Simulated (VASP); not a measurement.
A run of VASP 6.6.1 is set up as follows.

The input INCAR:

```
PREC     = Accurate       # precision mode
ENCUT    = 600            # plane-wave cutoff, eV
EDIFF    = 1E-6           # SCF threshold, eV
ISMEAR   = -1             # smearing method
SIGMA    = 0.05           # smearing width, eV
LREAL    = F              # projectors in reciprocal space
LASPH    = T              # aspherical terms in the spheres
NELM     = 100            # most SCF steps
ALGO     = Normal         # electronic algorithm
ISIF     = 3              # what is computed and relaxed
LWAVE    = F              # write WAVECAR
LCHARG   = F              # write CHGCAR
GGA      = PS             # functional
IBRION   = 2              # ionic algorithm
NSW      = 60             # ionic steps
EDIFFG   = -0.01          # ionic threshold
```

File KPOINTS:

```
Automatic mesh
0
Gamma
  8 8 5
```

File POSCAR:

```
SnSe2
1.0
    3.8110000000      0.0000000000      0.0000000000
   -1.9055000000      3.3004228138      0.0000000000
    0.0000000000      0.0000000000      6.1360000000
Sn Se
1 2
Direct
    0.0000000000      0.0000000000      0.0000000000
    0.6666666667      0.3333333333      0.7510000000
    0.3333333333      0.6666666667      0.2490000000
```

Potentials or basis: VASP PAW PBE potentials, release 64 (Sn_d, Se).

Command:

```console
$ cat potpaw_PBE.64/Sn_d/POTCAR potpaw_PBE.64/Se/POTCAR > POTCAR
$ mpirun -np 1 vasp_std > vasp.out
```

Question: Estimate the band gap on the k mesh.

Answer: 0.60 eV, indirect (least direct gap 0.96 eV).

Question: What does it give for the space group after relaxing (to 0.05 Å)?

Answer: P-3m1 (No. 164).

Question: Estimate the relaxed volume.

Answer: 25.93 Å³/atom.

Step by step:
| step | energy change (eV) | largest force (eV/Å) | pressure (GPa) | volume (Å³) |
| --- | --- | --- | --- | --- |
| 1 | 0.0000 | 0.6218 | 2.65 | 77.18 |
| 2 | -0.0130 | 0.2790 | -2.39 | 82.03 |
| 3 | -0.0337 | 0.0955 | -0.36 | 79.83 |
| 4 | -0.0367 | 0.0484 | -0.21 | 79.40 |
| 5 | -0.0373 | 0.0120 | -0.06 | 79.08 |
| 6 | -0.0373 | 0.0153 | -0.08 | 79.11 |
| 7 | -0.0374 | 0.0334 | 0.05 | 78.94 |
| 8 | -0.0374 | 0.0391 | 0.09 | 78.89 |
| 9 | -0.0375 | 0.0378 | 0.07 | 78.87 |
| 10 | -0.0377 | 0.0332 | 0.04 | 78.80 |
| 11 | -0.0380 | 0.0244 | -0.05 | 78.68 |
| 12 | -0.0382 | 0.0074 | -0.20 | 78.42 |
| 13 | -0.0383 | 0.0090 | -0.15 | 78.33 |
| 14 | -0.0384 | 0.0137 | -0.10 | 78.08 |
| 15 | -0.0384 | 0.0237 | 0.05 | 77.57 |
| 16 | -0.0385 | 0.0195 | -0.01 | 77.81 |
| 17 | -0.0385 | 0.0183 | -0.04 | 77.86 |
| 18 | -0.0385 | 0.0188 | -0.01 | 77.83 |
| 19 | -0.0385 | 0.0141 | -0.01 | 77.82 |
| 20 | -0.0386 | 0.0018 | -0.04 | 77.80 |

Caveat: the PAW data sets were made with another functional, which shifts forces and pressure a little; spin-orbit coupling is left out, which moves the levels of the heavy elements; this functional lacks dispersion, which binds the layers, so the pressure and a relaxed spacing across them are unreliable. Zero-point motion and thermal expansion aren't in these numbers.
